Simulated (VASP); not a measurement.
# ZrC in VASP: further runs

The runs below take ZrC through single point, with PBEsol.

Everything below comes from runs of VASP 6.6.1. Logs are shortened: lines on timing, memory, paths and dates and some standing lists are left out, and cuts for length are marked.

## (1) The cell of the first run

Symmetry: P6_3/mmc, No. 194, hexagonal system. The conventional cell has a = 3.402 Å, b = 3.402 Å, c = 5.227 Å, α = 90.00°, β = 90.00°, γ = 120.00°. Within 3.1 Å of Zr (site symmetry -6m2) lie 6 C at 2.36 Å. C (site symmetry -3m) has 6 Zr at 2.36 Å and 2 C at 2.61 Å within 3.1 Å.

## (2) Single point, PBEsol (strained)

The input, INCAR:

```
PREC     = Accurate       # precision mode
ENCUT    = 520            # plane-wave cutoff, eV
EDIFF    = 1E-6           # SCF threshold, eV
ISMEAR   = 0              # smearing method
SIGMA    = 0.1            # smearing width, eV
LREAL    = F              # projectors in reciprocal space
LASPH    = T              # aspherical terms in the spheres
NELM     = 100            # most SCF steps
ALGO     = Normal         # electronic algorithm
ISIF     = 2              # what is computed and relaxed
LWAVE    = F              # write WAVECAR
LCHARG   = F              # write CHGCAR
GGA      = PS             # functional
NBANDS   = 24             # bands
```

The input, KPOINTS:

```
regular mesh
0
Gamma
  15 15 8
```

The input, POSCAR:

```
ZrC
1.0
    3.4021933368      0.0000000000      0.0000000000
   -1.7010966684      2.9463858583      0.0000000000
    0.0000000000      0.0000000000      5.2274187725
Zr C
2 2
Direct
    0.3333333300      0.6666666700      0.2500000000
    0.6666666700      0.3333333300      0.7500000000
    0.0000000000      0.0000000000      0.0000000000
    0.0000000000      0.0000000000      0.5000000000
```

Potentials or basis: VASP PAW PBE potentials, release 64 (Zr_sv, C).

Launch:

```sh
> cat potpaw_PBE.64/Zr_sv/POTCAR potpaw_PBE.64/C/POTCAR > POTCAR
> mpirun -np 1 vasp_std > vasp.out
```

OUTCAR:

```text
PREC = Accurate
   ENCUT = 520
   EDIFF = 1E-6
   ISMEAR = 0
   LREAL = F
   LASPH = T
   NELM = 100
   ISIF = 2
   GGA = PS

 ion  position               nearest neighbor table
   1  0.333  0.667  0.250-   3 2.36   4 2.36   3 2.36   4 2.36   3 2.36   4 2.36   2 3.27   2 3.27
                             2 3.27   2 3.27   2 3.27   2 3.27
   2  0.667  0.333  0.750-   3 2.36   4 2.36   3 2.36   4 2.36   3 2.36   4 2.36   1 3.27   1 3.27
                             1 3.27   1 3.27   1 3.27   1 3.27
   3  0.000  0.000  0.000-   1 2.36   2 2.36   2 2.36   1 2.36   2 2.36   1 2.36
   4  0.000  0.000  0.500-   1 2.36   2 2.36   2 2.36   1 2.36   2 2.36   1 2.36

  LATTYP: Found a hexagonal cell.
 ALAT       =     3.4021933368
 C/A-ratio  =     1.5364849246

  Lattice vectors:

 A1 = (   3.4021933368,   0.0000000000,   0.0000000000)
 A2 = (  -1.7010966684,   2.9463858583,   0.0000000000)
 A3 = (   0.0000000000,   0.0000000000,   5.2274187725)

Analysis of symmetry for initial positions (statically):
[... 35 lines left out ...]
                                     Primitive cell

  volume of cell :      52.4006

  direct lattice vectors                    reciprocal lattice vectors
     3.402193337  0.000000000  0.000000000     0.293928034  0.169699430  0.000000000
    -1.701096668  2.946385858  0.000000000     0.000000000  0.339398860  0.000000000
     0.000000000  0.000000000  5.227418773     0.000000000  0.000000000  0.191299003

  length of vectors
     3.402193337  3.402193337  5.227418773     0.339398860  0.339398860  0.191299003

  position of ions in fractional coordinates (direct lattice)
     0.333333330  0.666666670  0.250000000
     0.666666670  0.333333330  0.750000000
     0.000000000  0.000000000  0.000000000
     0.000000000  0.000000000  0.500000000

  ion indices of the primitive-cell ions
   primitive index   ion index
                 1           1
                 2           2
                 3           3
                 4           4

----------------------------------------------------------------------------------------

 KPOINTS: regular mesh

Automatic generation of k-mesh.
 Grid dimensions read from file:
 generate k-points for:   15   15    8

 Generating k-lattice:

  Cartesian coordinates                     Fractional coordinates (reciprocal lattice)
     0.019595202  0.011313295  0.000000000     0.066666667  0.000000000  0.000000000
     0.000000000  0.022626591  0.000000000     0.000000000  0.066666667  0.000000000
     0.000000000  0.000000000  0.023912375     0.000000000  0.000000000  0.125000000

  Length of vectors
     0.022626591  0.022626591  0.023912375

  Shift w.r.t. Gamma in fractional coordinates (k-lattice)
     0.000000000  0.000000000  0.000000000

 Subroutine IBZKPT returns following result:
 ===========================================

 Found    135 irreducible k-points:

 Following reciprocal coordinates:
            Coordinates               Weight
  0.000000  0.000000  0.000000      1.000000
  0.066667  0.000000  0.000000      6.000000
  0.133333  0.000000  0.000000      6.000000
  0.200000  0.000000  0.000000      6.000000
  0.266667  0.000000  0.000000      6.000000
  0.333333  0.000000  0.000000      6.000000
[... 16 lines left out ...]
  0.333333  0.200000  0.000000     12.000000
  0.400000  0.200000  0.000000      6.000000
 [... further k-points ...]
   k-points           NKPTS =    135   k-points in BZ     NKDIM =    135   number of bands    NBANDS=     24
   number of dos      NEDOS =    301   number of ions     NIONS =      4
   total plane-waves  NPLWV =  31360
   dimension x,y,z NGX =    28 NGY =   28 NGZ =   40
   dimension x,y,z NGXF=    56 NGYF=   56 NGZF=   80
   ions per type =               2   2
   NGX,Y,Z   is equivalent  to a cutoff of  13.68, 13.68, 12.72 a.u.
   NGXF,Y,Z  is equivalent  to a cutoff of  27.36, 27.36, 25.44 a.u.
 SYSTEM =  unknown system
   PREC   = accura    normal or accurate (medium, high low for compatibility)
   ISTART =      0    job   : 0-new  1-cont  2-samecut
   ICHARG =      2    charge: 1-file 2-atom 10-const
   ISPIN  =      1    spin polarized calculation?
   LNONCOLLINEAR =      F non collinear calculations
   LSORBIT =      F    spin-orbit coupling
   LASPH  =      T    aspherical Exc in radial PAW
   ENCUT  =  520.0 eV  38.22 Ry    6.18 a.u.   6.33  6.33  9.72*2*pi/ulx,y,z
   NELM   =    100;   NELMIN=  2; NELMDL= -5     # of ELM steps
   EDIFF  = 0.1E-05   stopping-criterion for ELM
   LREAL  =      F    real-space projection
   EDIFFG = 0.1E-04   stopping-criterion for IOM
   NSW    =      0    number of steps for IOM
   IBRION =     -1    ionic relax: 0-MD 1-quasi-New 2-CG
   NFREE  =      0    steps in history (QN), initial steepest desc. (CG)
   ISIF   =      2    stress and relaxation
   ISYM   =      2    0-nonsym 1-usesym 2-fastsym
   POTIM  = 0.5000    time-step for ionic-motion
   TEBEG  =    0.0;   TEEND  =   0.0 temperature during run
   PSTRESS=    0.0 pullay stress
   NELECT =      32.0000    total number of electrons
   NUPDOWN=      -1.0000    fix difference up-down
   EMIN   =  10.00;   EMAX   =-10.00  energy-range for DOS
   EFERMI =   0.00;   METHOD = LEGACY
   ISMEAR =     0;   SIGMA  =   0.10  broadening in eV -4-tet -1-fermi 0-gaus
   EFERMI_NEDOS =   21; number of points for ismear=-14 and -15
   IALGO  =     38    algorithm
   IMIX   =      4    mixing-type and parameters
     AMIX     =   0.40;   BMIX     =  1.00
     AMIX_MAG =   1.60;   BMIX_MAG =  1.00
  volume/ion in A,a.u.               =      13.10        88.40
  Fermi-wavevector in a.u.,A,eV,Ry     =   1.388927  2.624692 26.247259  1.929119
  Thomas-Fermi vector in A             =   2.513007
   LORBIT       =      0    0 simple, 1 ext, 2 COOP (PROOUT), +10 PAW based schemes
   GGA     = PS    functional components
   LHFCALC =     F    Hartree Fock is set to
   AEXX    =    0.0000 exact exchange contribution
   IVDW    =     0    specifies the selected vdW correction
   LEPSILON=     F    determine dielectric tensor
   LRPA    =     F    only Hartree local field effects (RPA)
 non-spin polarized calculation
 Gauss-broadening in eV      SIGMA  =   0.10
  energy-cutoff  :      520.00
  volume of cell :       52.40
 maximum number of plane-waves:      1436
 NGX is ok and might be reduce to    28
   NGX = 13   NGY = 13   NGZ = 19

 number of electron      32.0000001 magnetization

 Free energy of the ion-electron system (eV)
  ---------------------------------------------------
  ext. energy  EPLUGINS =         0.00000000
  ---------------------------------------------------
  free energy    TOTEN  =       -40.47853585 eV

  energy without entropy =      -40.47610016  energy(sigma->0) =      -40.47731801

 E-fermi :   9.8607     XC(G=0): -12.2342

 val. band max:        9.8296933548   @ k =   0.1333   0.0000   0.1250
 cond. band min:       9.8785912905   @ k =   0.2000   0.2000   0.3750
 fundamental gap:      0.0488979358
 Fermi energy:         9.8606917279

 k-point     1 :       0.0000    0.0000    0.0000
  band No.  band energies     occupation
      1     -38.5224      2.00000
      2     -38.3984      2.00000
      3     -17.1345      2.00000
      4     -16.4161      2.00000
      5     -16.4161      2.00000
      6     -16.3068      2.00000
[... 16 lines left out ...]
     23      14.0823      0.00000
     24      17.2280      0.00000

 k-point     2 :       0.0667    0.0000    0.0000
  band No.  band energies     occupation
      1     -38.5189      2.00000
      2     -38.3974      2.00000
      3     -17.1214      2.00000
      4     -16.4420      2.00000
      5     -16.4267      2.00000
      6     -16.3310      2.00000
[... 16 lines left out ...]
     23      14.2941      0.00000
     24      17.0515      0.00000

 k-point     3 :       0.1333    0.0000    0.0000
  band No.  band energies     occupation
      1     -38.5090      2.00000
      2     -38.3945      2.00000
      3     -17.0833      2.00000
      4     -16.5161      2.00000
      5     -16.4544      2.00000
      6     -16.3971      2.00000
[... 16 lines left out ...]
     23      14.8671      0.00000
     24      16.3970      0.00000

 k-point     4 :       0.2000    0.0000    0.0000
  band No.  band energies     occupation
      1     -38.4940      2.00000
      2     -38.3907      2.00000
      3     -17.0236      2.00000
      4     -16.6265      2.00000
      5     -16.4916      2.00000
      6     -16.4896      2.00000
[... 16 lines left out ...]
     23      15.4286      0.00000
     24      15.7211      0.00000

 k-point     5 :       0.2667    0.0000    0.0000
  band No.  band energies     occupation
      1     -38.4757      2.00000
      2     -38.3872      2.00000
      3     -16.9479      2.00000
      4     -16.7532      2.00000
      5     -16.5906      2.00000
      6     -16.5313      2.00000
[... 16 lines left out ...]
     23      15.5959      0.00000
     24      15.7640      0.00000

 k-point     6 :       0.3333    0.0000    0.0000
  band No.  band energies     occupation
      1     -38.4568      2.00000
      2     -38.3853      2.00000
      3     -16.8730      2.00000
      4     -16.8642      2.00000
      5     -16.6838      2.00000
      6     -16.5673      2.00000
[... 16 lines left out ...]
     23      15.2732      0.00000
     24      15.8355      0.00000
[... 379 lines left out ...]
 k-point    21 :       0.2000    0.2000    0.0000
  band No.  band energies     occupation
      1     -38.4520      2.00000
      2     -38.3851      2.00000
      3     -16.8428      2.00000
      4     -16.8348      2.00000
      5     -16.7451      2.00000
      6     -16.5277      2.00000
[... 16 lines left out ...]
     23      15.3832      0.00000
     24      16.1197      0.00000

 k-point    22 :       0.2667    0.2000    0.0000
  band No.  band energies     occupation
      1     -38.4357      2.00000
      2     -38.3859      2.00000
      3     -16.9131      2.00000
      4     -16.7662      2.00000
      5     -16.7641      2.00000
      6     -16.5846      2.00000
[... 16 lines left out ...]
     23      15.6687      0.00000
     24      15.9128      0.00000

 k-point    23 :       0.3333    0.2000    0.0000
  band No.  band energies     occupation
      1     -38.4223      2.00000
      2     -38.3889      2.00000
      3     -16.9668      2.00000
      4     -16.7589      2.00000
      5     -16.6928      2.00000
      6     -16.6474      2.00000
[... 16 lines left out ...]
     23      16.0223      0.00000
     24      16.1267      0.00000

 k-point    24 :       0.4000    0.2000    0.0000
  band No.  band energies     occupation
      1     -38.4164      2.00000
      2     -38.3911      2.00000
      3     -16.9856      2.00000
      4     -16.7425      2.00000
      5     -16.6838      2.00000
      6     -16.6581      2.00000
[... 16 lines left out ...]
     23      16.1253      0.00000
     24      16.2367      0.00000

 [... further k-points ...]
[... 5 lines left out ...]
  --------------------------------------------------------------------------------------
  -------------------------------------------------------------------------------------
  Total       -2.4672598     -2.4672598     -1.4507042      0.0000000     -0.0000000      0.0000000
  in kB      -75.4378946    -75.4378946    -44.3561200      0.0000000     -0.0000000      0.0000000
  external PRESSURE =     -65.0773031 kB  Pullay stress =       0.0000000 kB

 VOLUME and BASIS-vectors are now :
 -----------------------------------------------------------------------------
  energy-cutoff  :      520.00
  volume of cell :       52.40
      direct lattice vectors                 reciprocal lattice vectors
     3.402193337  0.000000000  0.000000000     0.293928034  0.169699430  0.000000000
    -1.701096668  2.946385858  0.000000000     0.000000000  0.339398860  0.000000000
     0.000000000  0.000000000  5.227418773     0.000000000  0.000000000  0.191299003

 POSITION                                       TOTAL-FORCE (eV/Angst)
 -----------------------------------------------------------------------------------
     -0.00000      1.96426      1.30685        -0.000000     -0.000000      0.000000
      1.70110      0.98213      3.92056         0.000000      0.000000      0.000000
      0.00000      0.00000      0.00000        -0.000000      0.000000      0.000000
      0.00000      0.00000      2.61371        -0.000000      0.000000      0.000000
 -----------------------------------------------------------------------------------
    total drift:                               -0.000012      0.000007     -0.000000

  FREE ENERGIE OF THE ION-ELECTRON SYSTEM (eV)
  ---------------------------------------------------
  free  energy   TOTEN  =       -40.4785358549 eV

  energy  without entropy=      -40.4761001615  energy(sigma->0) =      -40.47731801
```

Wall time 95 s (1 thread of Intel Xeon Platinum 8488C (Sapphire Rapids), shared host); peak memory 0.27 GiB.

Results:

```yaml
Free_energy: -40.4785 eV
Pressure: -6.5 GPa
Band_gap_on_the_k_mesh: zero (band 16 reaches 10.68 eV, above the bottom of band 17 at 9.40 eV)
```

Caveat: the cell differs from its parent crystal (strained); the PAW data sets were made with another functional, which shifts forces and pressure a little.

## (3) Single point, PBEsol (one atom moved)

The input, INCAR:

```
SYSTEM = ZrC
PREC     = Accurate       ! precision mode
ENCUT    = 520            ! plane-wave cutoff, eV
EDIFF    = 1E-7           ! SCF threshold, eV
ISMEAR   = 0              ! smearing method
SIGMA    = 0.1            ! smearing width, eV
LREAL    = .FALSE.        ! projectors in reciprocal space
LASPH    = .TRUE.         ! aspherical terms in the spheres
NELM     = 100            ! most SCF steps
ALGO     = Normal         ! electronic algorithm
ISIF     = 2              ! what is computed and relaxed
LWAVE    = .FALSE.        ! write WAVECAR
LCHARG   = .FALSE.        ! write CHGCAR
GGA      = PS             ! functional
NBANDS   = 24             ! bands
```

The input, KPOINTS:

```
regular mesh
0
G
  12 12 8
  0 0 0
```

The input, POSCAR:

```
ZrC
1.0
    3.3914762718      0.0000000000      0.0000000000
   -1.6957381359      2.9371046077      0.0000000000
    0.0000000000      0.0000000000      5.2900530000
Zr C
2 2
Direct
    0.3333333300      0.6666666700      0.2500000000
    0.6666666700      0.3333333300      0.7500000000
   -0.0079428674     -0.0012018639      0.0070547497
    0.0000000000      0.0000000000      0.5000000000
```

Potentials or basis: VASP PAW PBE potentials, release 64 (Zr_sv, C).

Launch:

```sh
> cat potpaw_PBE.64/Zr_sv/POTCAR potpaw_PBE.64/C/POTCAR > POTCAR
> mpirun -np 1 vasp_std > vasp.out
```

Run time: 8.9 min. Hardware: 1 thread of Intel Xeon Platinum 8488C (Sapphire Rapids), shared host; peak memory 0.66 GiB.

The run converged. Its results:

| Item | Value |
| --- | --- |
| Free energy | -40.4585 eV |
| Pressure | -7.5 GPa |
| Largest force | 0.435 eV/Å |
| Band gap on the k mesh | zero (band 16 reaches 10.53 eV, above the bottom of band 17 at 9.28 eV) |

Forces on the atoms (eV/Å):
```
Zr  -0.185 -0.029  0.099
Zr  -0.166 -0.021  0.076
C    0.280  0.040 -0.330
C    0.071  0.010  0.156
```

Stress tensor (GPa, compression positive):
```
-7.45  0.06 -0.06
 0.06 -7.46 -0.03
-0.06 -0.03 -7.48
```

Levels at points of the mesh, in eV from the Fermi level:
```tsv
k point	band 13	band 14	band 15	band 16	band 17	band 18	band 19	band 20
(0.00, 0.00, 0.00)	-2.96	-1.24	-1.24	0.76	1.08	1.09	1.48	1.48
(0.50, 0.00, 0.00)	-3.34	-2.99	-1.66	-0.93	1.37	3.92	4.08	4.10
(0.00, 0.50, 0.00)	-3.34	-2.99	-1.66	-0.92	1.37	3.92	4.08	4.09
(0.50, 0.50, 0.00)	-3.35	-2.99	-1.66	-0.93	1.37	3.92	4.09	4.10
(0.00, 0.00, 0.50)	-2.65	-2.58	-2.56	-2.50	3.20	3.23	3.24	3.25
(0.50, 0.00, 0.50)	-2.92	-2.83	-2.26	-2.25	1.25	1.33	3.85	3.89
(0.00, 0.50, 0.50)	-2.96	-2.81	-2.27	-2.23	1.29	1.30	3.84	3.90
(0.50, 0.50, 0.50)	-2.98	-2.79	-2.28	-2.22	1.26	1.33	3.83	3.91
```

Caveat: the cell differs from its parent crystal (one atom moved); the PAW data sets were made with another functional, which shifts forces and pressure a little.

## (4) Single point, PBEsol (strained)

The input, INCAR:

```
  PREC = Accurate
  ENCUT = 520
  EDIFF = 1E-6
  ISMEAR = 0
  SIGMA = 0.1
  LREAL = F
  LASPH = T
  NELM = 100
  ALGO = Normal
  ISIF = 2
  LWAVE = F
  LCHARG = F
  GGA = PS
  NBANDS = 24
```

The input, KPOINTS:

```
regular mesh
0
Gamma
  15 15 8
```

The input, POSCAR:

```
ZrC
1.0
    3.3682107446      0.0000000000      0.0000000000
   -1.6841053723      2.9169560701      0.0000000000
    0.0000000000      0.0000000000      5.5711664164
Zr C
2 2
Direct
    0.3333333300      0.6666666700      0.2500000000
    0.6666666700      0.3333333300      0.7500000000
    0.0000000000      0.0000000000      0.0000000000
    0.0000000000      0.0000000000      0.5000000000
```

Launch:

```sh
> cat potpaw_PBE.64/Zr_sv/POTCAR potpaw_PBE.64/C/POTCAR > POTCAR
> mpirun -np 1 vasp_std > vasp.out
```

Wall time 1.8 min (1 thread of Intel Xeon Platinum 8488C (Sapphire Rapids), shared host); peak memory 0.28 GiB.

It converged, with:

- Free energy: -40.2665 eV
- Pressure: -14.4 GPa
- Band gap on the k mesh: zero (band 16 reaches 9.89 eV, above the bottom of band 17 at 9.00 eV)

Stress tensor (GPa, compression positive):
```
-11.21   0.00   0.00
  0.00 -11.21   0.00
  0.00   0.00 -20.71
```

Levels at points of the mesh, in eV from the Fermi level:
| k point | band 12 | band 13 | band 14 | band 15 | band 16 | band 17 | band 18 | band 19 | band 20 | band 21 |
| --- | --- | --- | --- | --- | --- | --- | --- | --- | --- | --- |
| (0.00, 0.00, 0.00) | -2.40 | -2.40 | -0.87 | -0.87 | 0.58 | 1.18 | 1.18 | 1.72 | 1.87 | 1.87 |
| (0.00, 0.00, 0.50) | -2.91 | -2.04 | -2.04 | -2.04 | -2.04 | 3.11 | 3.11 | 3.11 | 3.11 | 3.51 |

Caveat: the cell differs from its parent crystal (strained); the PAW data sets were made with another functional, which shifts forces and pressure a little.

(Part 1 of 2 ends here.)
